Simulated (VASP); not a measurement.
# Ti (P6_3/mmc) in VASP: notebook

Ti is run at these levels: PBE; tasks: single point.

All numbers are computed with VASP 6.6.1; they aren't measurements. Logs are shortened: lines on timing, memory, paths and dates and some standing lists are left out, and cuts for length are marked.

### Step 1. The cell of the first run

Symmetry: P6_3/mmc, No. 194, hexagonal system. The conventional cell has a = 3.105 Å, b = 3.105 Å, c = 4.686 Å, α = 90.00°, β = 90.00°, γ = 120.00°. Within 3.9 Å of Ti (site symmetry -6m2) lie 12 Ti at 2.95 to 3.10 Å.

### Step 2. Single point, PBE (strain +0.0525 x Voigt [1, 1, 0, 0, 0, 0])

INCAR

```
SYSTEM = Ti
  PREC = Accurate
  ENCUT = 520
  EDIFF = 1E-6
  ISMEAR = 0
  SIGMA = 0.15
  LREAL = .False.
  LASPH = .True.
  NELM = 100
  ALGO = Fast
  ISIF = 2
  LWAVE = .False.
  LCHARG = .False.
  GGA = PE
  NBANDS = 19
```

KPOINTS

```
Automatic mesh
0
Gamma
  18 18 10
  0 0 0
```

POSCAR

```
Ti
1.0
    3.1048727481      0.0000000000      0.0000000000
   -1.5524363740      2.6888986753      0.0000000000
    0.0000000000      0.0000000000      4.6860000000
Ti
2
Direct
    0.3333333333      0.6666666667      0.2500000000
    0.6666666667      0.3333333333      0.7500000000
```

Potentials or basis: VASP PAW PBE potentials, release 64 (Ti_sv).

On the command line:

```console
> cat potpaw_PBE.64/Ti_sv/POTCAR > POTCAR
> mpirun -np 1 vasp_std > vasp.out
```

OUTCAR:

```text
SYSTEM = Ti
   PREC = Accurate
   ENCUT = 520
   EDIFF = 1E-6
   ISMEAR = 0
   LREAL = .False.
   LASPH = .True.
   NELM = 100
   ISIF = 2
   GGA = PE

 ion  position               nearest neighbor table
   1  0.333  0.667  0.250-
   2  0.667  0.333  0.750-

  LATTYP: Found a hexagonal cell.
 ALAT       =     3.1048727481
 C/A-ratio  =     1.5092405970

  Lattice vectors:

 A1 = (   3.1048727481,   0.0000000000,   0.0000000000)
 A2 = (  -1.5524363740,   2.6888986753,   0.0000000000)
 A3 = (   0.0000000000,   0.0000000000,   4.6860000000)

Analysis of symmetry for initial positions (statically):
=====================================================================
 Subroutine PRICEL returns:
 Original cell was already a primitive cell.

 Routine SETGRP: Setting up the symmetry group for a
 hexagonal supercell.

 Subroutine GETGRP returns: Found 24 space group operations
 (whereof 12 operations were pure point group operations)
 out of a pool of 24 trial point group operations.

The static configuration has the point symmetry D_3d.
 The point group associated with its full space group is D_6h.

Analysis of symmetry for dynamics (positions and initial velocities):
=====================================================================
 Subroutine PRICEL returns:
 Original cell was already a primitive cell.

 Routine SETGRP: Setting up the symmetry group for a
 hexagonal supercell.

 Subroutine GETGRP returns: Found 24 space group operations
 (whereof 12 operations were pure point group operations)
 out of a pool of 24 trial point group operations.

The dynamic configuration has the point symmetry D_3d.
 The point group associated with its full space group is D_6h.

 Subroutine INISYM returns: Found 24 space group operations
 (whereof 12 operations are pure point group operations),
 and found     1 'primitive' translations

----------------------------------------------------------------------------------------

                                     Primitive cell

  volume of cell :      39.1220

  direct lattice vectors                    reciprocal lattice vectors
     3.104872748  0.000000000  0.000000000     0.322074391  0.185949736  0.000000000
    -1.552436374  2.688898675  0.000000000     0.000000000  0.371899473  0.000000000
     0.000000000  0.000000000  4.686000000     0.000000000  0.000000000  0.213401622

  length of vectors
     3.104872748  3.104872748  4.686000000     0.371899473  0.371899473  0.213401622

  position of ions in fractional coordinates (direct lattice)
     0.333333333  0.666666667  0.250000000
     0.666666667  0.333333333  0.750000000

  ion indices of the primitive-cell ions
   primitive index   ion index
                 1           1
                 2           2

----------------------------------------------------------------------------------------

 KPOINTS: Automatic mesh

Automatic generation of k-mesh.
 Grid dimensions read from file:
 generate k-points for:   18   18   10

 Generating k-lattice:

  Cartesian coordinates                     Fractional coordinates (reciprocal lattice)
     0.017893022  0.010330541  0.000000000     0.055555556  0.000000000  0.000000000
     0.000000000  0.020661082  0.000000000     0.000000000  0.055555556  0.000000000
     0.000000000  0.000000000  0.021340162     0.000000000  0.000000000  0.100000000

  Length of vectors
     0.020661082  0.020661082  0.021340162

  Shift w.r.t. Gamma in fractional coordinates (k-lattice)
     0.000000000  0.000000000  0.000000000

 Subroutine IBZKPT returns following result:
 ===========================================

 Found    222 irreducible k-points:

 Following reciprocal coordinates:
            Coordinates               Weight
  0.000000  0.000000  0.000000      1.000000
  0.055556  0.000000  0.000000      6.000000
  0.111111  0.000000  0.000000      6.000000
  0.166667  0.000000  0.000000      6.000000
  0.222222  0.000000  0.000000      6.000000
  0.277778  0.000000  0.000000      6.000000
[... 16 lines left out ...]
  0.333333  0.111111  0.000000     12.000000
  0.388889  0.111111  0.000000     12.000000
 [... further k-points ...]
   k-points           NKPTS =    222   k-points in BZ     NKDIM =    222   number of bands    NBANDS=     19
   number of dos      NEDOS =    301   number of ions     NIONS =      2
   total plane-waves  NPLWV =  20736
   dimension x,y,z NGX =    24 NGY =   24 NGZ =   36
   dimension x,y,z NGXF=    48 NGYF=   48 NGZF=   72
   ions per type =               2
   NGX,Y,Z   is equivalent  to a cutoff of  12.85, 12.85, 12.77 a.u.
   NGXF,Y,Z  is equivalent  to a cutoff of  25.70, 25.70, 25.54 a.u.
 SYSTEM =  Ti
   PREC   = accura    normal or accurate (medium, high low for compatibility)
   ISTART =      0    job   : 0-new  1-cont  2-samecut
   ICHARG =      2    charge: 1-file 2-atom 10-const
   ISPIN  =      1    spin polarized calculation?
   LNONCOLLINEAR =      F non collinear calculations
   LSORBIT =      F    spin-orbit coupling
   LASPH  =      T    aspherical Exc in radial PAW
   ENCUT  =  520.0 eV  38.22 Ry    6.18 a.u.   5.77  5.77  8.71*2*pi/ulx,y,z
   NELM   =    100;   NELMIN=  2; NELMDL= -5     # of ELM steps
   EDIFF  = 0.1E-05   stopping-criterion for ELM
   LREAL  =      F    real-space projection
   EDIFFG = 0.1E-04   stopping-criterion for IOM
   NSW    =      0    number of steps for IOM
   IBRION =     -1    ionic relax: 0-MD 1-quasi-New 2-CG
   NFREE  =      0    steps in history (QN), initial steepest desc. (CG)
   ISIF   =      2    stress and relaxation
   ISYM   =      2    0-nonsym 1-usesym 2-fastsym
   POTIM  = 0.5000    time-step for ionic-motion
   TEBEG  =    0.0;   TEEND  =   0.0 temperature during run
   PSTRESS=    0.0 pullay stress
   NELECT =      24.0000    total number of electrons
   NUPDOWN=      -1.0000    fix difference up-down
   EMIN   =  10.00;   EMAX   =-10.00  energy-range for DOS
   EFERMI =   0.00;   METHOD = LEGACY
   ISMEAR =     0;   SIGMA  =   0.15  broadening in eV -4-tet -1-fermi 0-gaus
   EFERMI_NEDOS =   21; number of points for ismear=-14 and -15
   IALGO  =     68    algorithm
   IMIX   =      4    mixing-type and parameters
     AMIX     =   0.40;   BMIX     =  1.00
     AMIX_MAG =   1.60;   BMIX_MAG =  1.00
  volume/ion in A,a.u.               =      19.56       132.00
  Fermi-wavevector in a.u.,A,eV,Ry     =   1.391036  2.628677 26.327021  1.934981
  Thomas-Fermi vector in A             =   2.514914
   LORBIT       =      0    0 simple, 1 ext, 2 COOP (PROOUT), +10 PAW based schemes
   GGA     = PE    functional components
   LHFCALC =     F    Hartree Fock is set to
   AEXX    =    0.0000 exact exchange contribution
   IVDW    =     0    specifies the selected vdW correction
   LEPSILON=     F    determine dielectric tensor
   LRPA    =     F    only Hartree local field effects (RPA)
 non-spin polarized calculation
 RMM-DIIS sequential band-by-band and
 Gauss-broadening in eV      SIGMA  =   0.15
  energy-cutoff  :      520.00
  volume of cell :       39.12
 maximum number of plane-waves:      1070
 NGX is ok and might be reduce to    24
   NGX = 11   NGY = 11   NGZ = 17

 number of electron      23.9999997 magnetization

 Free energy of the ion-electron system (eV)
  ---------------------------------------------------
  ext. energy  EPLUGINS =         0.00000000
  ---------------------------------------------------
  free energy    TOTEN  =       -15.50886701 eV

  energy without entropy =      -15.48179522  energy(sigma->0) =      -15.49533112

 E-fermi :   7.1415     XC(G=0): -10.9467

 val. band max:        7.1334684144   @ k =   0.3889   0.2222   0.3000
 cond. band min:       7.1417199117   @ k =   0.3333   0.1667   0.4000
 fundamental gap:      0.0082514973
 Fermi energy:         7.1415221211

 k-point     1 :       0.0000    0.0000    0.0000
  band No.  band energies     occupation
      1     -49.9419      2.00000
      2     -49.8421      2.00000
      3     -26.4387      2.00000
      4     -25.9930      2.00000
      5     -25.9930      2.00000
      6     -25.9122      2.00000
[... 11 lines left out ...]
     18       8.3476      0.00000
     19       9.8388      0.00000

 k-point     2 :       0.0556    0.0000    0.0000
  band No.  band energies     occupation
      1     -49.9402      2.00000
      2     -49.8418      2.00000
      3     -26.4341      2.00000
      4     -26.0008      2.00000
      5     -25.9960      2.00000
      6     -25.9147      2.00000
[... 11 lines left out ...]
     18       8.3143      0.00000
     19       9.8634      0.00000

 k-point     3 :       0.1111    0.0000    0.0000
  band No.  band energies     occupation
      1     -49.9352      2.00000
      2     -49.8407      2.00000
      3     -26.4204      2.00000
      4     -26.0234      2.00000
      5     -26.0044      2.00000
      6     -25.9357      2.00000
[... 11 lines left out ...]
     18       8.4478      0.00000
     19       9.9264      0.00000

 k-point     4 :       0.1667    0.0000    0.0000
  band No.  band energies     occupation
      1     -49.9272      2.00000
      2     -49.8393      2.00000
      3     -26.3985      2.00000
      4     -26.0583      2.00000
      5     -26.0171      2.00000
      6     -25.9719      2.00000
[... 11 lines left out ...]
     18       8.6508      0.00000
     19      10.0067      0.00000

 k-point     5 :       0.2222    0.0000    0.0000
  band No.  band energies     occupation
      1     -49.9172      2.00000
      2     -49.8379      2.00000
      3     -26.3698      2.00000
      4     -26.1015      2.00000
      5     -26.0321      2.00000
      6     -26.0153      2.00000
[... 11 lines left out ...]
     18       8.8978      0.00000
     19      10.0863      0.00000
[... 334 lines left out ...]
      2     -49.8368      2.00000
      3     -26.3250      2.00000
      4     -26.1451      2.00000
      5     -26.1013      2.00000
      6     -26.0290      2.00000
[... 11 lines left out ...]
     18       9.4786      0.00000
     19      10.1383      0.00000

 k-point    22 :       0.2778    0.1111    0.0000
  band No.  band energies     occupation
      1     -49.8911      2.00000
      2     -49.8371      2.00000
      3     -26.2894      2.00000
      4     -26.1870      2.00000
      5     -26.1240      2.00000
      6     -26.0557      2.00000
[... 11 lines left out ...]
     18       9.8403      0.00000
     19      10.1805      0.00000

 k-point    23 :       0.3333    0.1111    0.0000
  band No.  band energies     occupation
      1     -49.8809      2.00000
      2     -49.8385      2.00000
      3     -26.2546      2.00000
      4     -26.2217      2.00000
      5     -26.1413      2.00000
      6     -26.0779      2.00000
[... 11 lines left out ...]
     18      10.2105      0.00000
     19      10.2245      0.00000

 k-point    24 :       0.3889    0.1111    0.0000
  band No.  band energies     occupation
      1     -49.8732      2.00000
      2     -49.8404      2.00000
      3     -26.2444      2.00000
      4     -26.2263      2.00000
      5     -26.1523      2.00000
      6     -26.0926      2.00000
[... 11 lines left out ...]
     18      10.2282      0.00000
     19      10.6276      0.00000

 [... further k-points ...]
[... 5 lines left out ...]
  --------------------------------------------------------------------------------------
  -------------------------------------------------------------------------------------
  Total       -2.9005111     -2.9005111     -1.9488291     -0.0000000      0.0000000      0.0000000
  in kB     -118.7858159   -118.7858159    -79.8111949     -0.0000000      0.0000000      0.0000000
  external PRESSURE =    -105.7942756 kB  Pullay stress =       0.0000000 kB

 VOLUME and BASIS-vectors are now :
 -----------------------------------------------------------------------------
  energy-cutoff  :      520.00
  volume of cell :       39.12
      direct lattice vectors                 reciprocal lattice vectors
     3.104872748  0.000000000  0.000000000     0.322074391  0.185949736  0.000000000
    -1.552436374  2.688898675  0.000000000     0.000000000  0.371899473  0.000000000
     0.000000000  0.000000000  4.686000000     0.000000000  0.000000000  0.213401622

 POSITION                                       TOTAL-FORCE (eV/Angst)
 -----------------------------------------------------------------------------------
     -0.00000      1.79260      1.17150        -0.000000     -0.000000      0.000000
      1.55244      0.89630      3.51450         0.000000      0.000000      0.000000
 -----------------------------------------------------------------------------------
    total drift:                                0.000000     -0.000000      0.000000

  FREE ENERGIE OF THE ION-ELECTRON SYSTEM (eV)
  ---------------------------------------------------
  free  energy   TOTEN  =       -15.5088670146 eV

  energy  without entropy=      -15.4817952243  energy(sigma->0) =      -15.49533112
```

Wall time 4.5 min (1 thread of AMD EPYC 9R45 (Zen 5), shared host); peak memory 0.22 GiB.

Results:

```
Free energy            : -15.5089 eV
Pressure               : -10.6 GPa
Band gap on the k mesh : zero (band 12 reaches 7.84 eV, above the bottom of band 13 at 6.83 eV)
```

Stress tensor (GPa, compression positive):
```
-11.88   0.00   0.00
  0.00 -11.88   0.00
  0.00   0.00  -7.98
```

Caveat: the cell differs from its parent crystal (strain +0.0525 x Voigt [1, 1, 0, 0, 0, 0]).

### Step 3. Single point, PBE (strain +0.0600 x Voigt [1, 1, 0, 0, 0, 0])

INCAR

```
SYSTEM = Ti
  ALGO = Fast
  EDIFF = 1E-7
  ENCUT = 520
  GGA = PE
  ISIF = 2
  ISMEAR = 0
  LASPH = .TRUE.
  LCHARG = .FALSE.
  LREAL = .FALSE.
  LWAVE = .FALSE.
  NBANDS = 19
  NELM = 80
  PREC = Accurate
  SIGMA = 0.15
```

KPOINTS

```
k-points
0
G
  18 18 10
  0 0 0
```

POSCAR

```
Ti
1.0
    3.1269977320      0.0000000000      0.0000000000
   -1.5634988660      2.7080594735      0.0000000000
    0.0000000000      0.0000000000      4.6860000000
Ti
2
Direct
    0.3333333333      0.6666666667      0.2500000000
    0.6666666667      0.3333333333      0.7500000000
```

Potentials or basis: VASP PAW PBE potentials, release 64 (Ti_sv).

On the command line:

```console
> cat potpaw_PBE.64/Ti_sv/POTCAR > POTCAR
> mpirun -np 1 vasp_std > vasp.out
```

It took 5.6 min on 1 thread of AMD EPYC 9R45 (Zen 5), shared host; peak memory 0.22 GiB.

Results (log left out):

* Free energy: -15.4657 eV
* Pressure: -11.5 GPa
* Band gap on the k mesh: zero (band 12 reaches 7.68 eV, above the bottom of band 13 at 6.70 eV)

Stress tensor (GPa, compression positive):
```
-12.91   0.00   0.00
  0.00 -12.91   0.00
  0.00   0.00  -8.60
```

Levels at points of the mesh, in eV from the Fermi level:
```
           k point  band 8  band 9  band 10  band 11  band 12  band 13  band 14  band 15  band 16  band 17
(0.00, 0.00, 0.00)  -33.08   -5.87    -2.33     0.63     0.63     0.95     1.06     1.11     1.11     1.16
(0.50, 0.00, 0.00)  -33.11   -2.25    -1.84    -1.48    -0.89     0.22     0.68     1.19     2.63     2.89
(0.00, 0.00, 0.50)  -33.12   -4.06    -4.06     0.27     0.27     0.46     0.46     0.46     0.46     2.38
(0.50, 0.00, 0.50)  -33.18   -2.21    -2.21    -0.60    -0.60     1.00     1.00     1.34     1.34     2.79
```

Caveat: the cell differs from its parent crystal (strain +0.0600 x Voigt [1, 1, 0, 0, 0, 0]).

(Continued in part 2 of 2.)
